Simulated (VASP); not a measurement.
Runs of VASP 6.6.1 on Si3C2. The structure is that of space group Pm-3m (No. 221), or close to it. The cells are those of the table. 

| level | spin | cell | k mesh | smearing | gap on the mesh (eV) | pressure (GPa) | moment (μB) |
| --- | --- | --- | --- | --- | --- | --- | --- |
| PBE | collinear, ferromagnetic start | a = 4.014 Å, 5 atoms | 4 × 4 × 4 | gaussian 0.1 eV | none | (a) | 0.00 |
| RPBE | off | a = 3.969 Å, 5 atoms | 10 × 10 × 10 | tetrahedron | none | 1.5 | - |
| PBE | collinear, ferromagnetic start | a = 4.236 Å, 5 atoms | 4 × 4 × 4 | gaussian 0.1 eV | none | -12.4 | 0.00 |
| PBE | off | a = 4.236 Å, 5 atoms | 4 × 4 × 4 | gaussian 0.1 eV | none | -12.4 | - |

Alike in all rows: task single point; potentials or basis VASP PAW PBE potentials, release 64 (Si, C); cutoff (eV) 600.

Problem. Fill in the values left out.

Solution. (a) -0.1.

Caveats: some runs use coarse meshes; the PAW data sets were made with another functional, which shifts forces and pressure a little (some runs).

A gap of «none» marks levels without a gap at the run's occupations.
